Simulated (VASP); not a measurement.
## CoC: relaxation of cell and atoms with r2SCAN

Crystal: CoC.

```
Co C
1.0
     0.00000    2.07520    2.07520
     2.07520    0.00000    2.07520
     2.07520    2.07520    0.00000
Co C
1 1
Direct
  0.00000 0.00000 0.00000
  0.50000 0.50000 0.50000
```

```yaml
Program: VASP 6.6.1
Task: relaxation of cell and atoms
Functional: r2SCAN
Potentials_or_basis: VASP PAW PBE potentials, release 64 (Co, C)
Cutoff: 600 eV
k_mesh: 8 × 8 × 8
Occupations: gaussian, width 0.1 eV
Spin: collinear spin, ferromagnetic start
Starting_moments: "[0.52, 0.0] μB"
Dipole_correction: no
Further_INCAR_settings: ALGO = Normal; EDIFF = 1e-06; IBRION = 2; EDIFFG = -0.04; NSW = 90; ISIF = 3
```

The relaxed volume is 7.93 Å³/atom. The relaxed cell is a = 2.820 Å, b = 2.820 Å, c = 2.820 Å, α = 60.00°, β = 60.00°, γ = 60.00°. The space group after relaxing (to 0.1 Å) is Fm-3m (No. 225), the energy gained by relaxing is 105.8 meV/atom and the ionic steps are 4. The pressure after relaxing is -0.1 GPa and the net moment is 0.49 μB per cell. The site moments are Co +0.41; C +0.07 μB and the valence electrons inside the program's atomic spheres are Co 8.68; C 2.36.

The path:
```
step  energy change (eV)  largest force (eV/Å)  pressure (GPa)  volume (Å³)
   1              0.0000                0.0000          -30.01        17.87
   2              0.1087                0.0000           58.81        13.88
   3             -0.2113                0.0000           -1.09        15.91
   4             -0.2115                0.0000           -0.14        15.86
```

Final structure:
```yaml
crystal:
  lattice:
    - [0.00000, 1.99429, 1.99429]
    - [1.99429, 0.00000, 1.99429]
    - [1.99429, 1.99429, 0.00000]
  atoms:
    - { symbol: Co, position: [0.00000, 0.00000, 0.00000] }
    - { symbol: C, position: [0.50000, 0.50000, 0.50000] }
```

Levels at points of the mesh, in eV from the Fermi level:
Spin up:
```csv
k point,band 4,band 5,band 6,band 7,band 8,band 9,band 10
"(0.00, 0.00, 0.00)",-3.05,-2.03,-2.03,1.30,1.30,1.30,13.46
"(0.50, 0.00, 0.00)",-5.21,-1.68,-1.68,-0.44,5.50,5.50,10.06
"(0.50, 0.50, 0.00)",-1.66,-1.66,-1.43,-1.43,-1.41,1.59,9.89
```
Spin down:
| k point | band 2 | band 3 | band 4 | band 5 | band 6 | band 7 | band 8 | band 9 | band 10 |
| --- | --- | --- | --- | --- | --- | --- | --- | --- | --- |
| (0.00, 0.00, 0.00) | -2.39 | -2.39 | -2.39 | -1.85 | -1.85 | 1.54 | 1.54 | 1.54 | 13.71 |
| (0.50, 0.00, 0.00) | -8.61 | -4.98 | -4.98 | -1.01 | -1.01 | 0.24 | 5.76 | 5.76 | 10.19 |
| (0.50, 0.50, 0.00) | -6.45 | -3.88 | -1.48 | -1.48 | -1.22 | -0.67 | -0.67 | 1.80 | 10.13 |

It took 80 s on 1 thread of Intel(R) Xeon(R) Platinum 8488C (Sapphire Rapids), with other jobs on the host, peak memory 0.17 GiB.

Caveat: the PAW data sets were made with another functional, which shifts forces and pressure a little.
